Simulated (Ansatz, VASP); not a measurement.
**Zn in VASP and in Ansatz**

File INCAR:

```
SYSTEM = Zn
  ALGO = Normal
  EDIFF = 1E-7
  ENCUT = 520
  GGA = PE
  ISIF = 2
  ISMEAR = -1
  LASPH = .TRUE.
  LCHARG = .FALSE.
  LREAL = .FALSE.
  LWAVE = .FALSE.
  NBANDS = 19
  NELM = 60
  PREC = Accurate
  SIGMA = 0.1
```

The input KPOINTS:

```
k-points
0
G
  12 12 6
  0 0 0
```

POSCAR

```
Zn
1.0
    2.6700000000      0.0000000000      0.0000000000
   -1.3350000000      2.3122878300      0.0000000000
    0.0000000000      0.0000000000      4.9660000000
Zn
2
Direct
    0.3333333333      0.6666666667      0.2500000000
    0.6666666667      0.3333333333      0.7701369311
```

Input for Ansatz:

```yaml
crystal:
  lattice:
    - [2.67, 0.0, 0.0]
    - [-1.335, 2.31228783, 0.0]
    - [0.0, 0.0, 4.966]
  atoms:
    - { symbol: Zn, position: [0.33333333333333337, 0.6666666666666667, 0.25] }
    - { symbol: Zn, position: [0.6666666666666666, 0.33333333333333337, 0.7701369311316956] }
basis:
  ecutwfc: 450.0
kpoints:
  mp_grid:
    grid: [12, 12, 6]
hamiltonian:
  xc: pbe
scf:
  occupations:
    method: fermi_dirac
output:
  forces: true
```

Alike in both runs: task single point; functional PBE; k mesh 12 × 12 × 6; no spin polarisation.

```csv
,VASP,Ansatz
version,VASP 6.6.1,Ansatz 0.2.0
potentials or method,"VASP PAW PBE potentials, release 64 (Zn), cutoff 520 eV","plane waves, PAW"
occupations,"fermi-dirac, width 0.1 eV",fermi-dirac
valence electrons in the cell,24,24
```

Ansatz gave:

- rms of the force components (eV/Å): 0.138

Q: Estimate VASP's values.

A: rms of the force components (eV/Å): 0.141.

Atom by atom the forces differ by 0.003 eV/Å (rms over components).
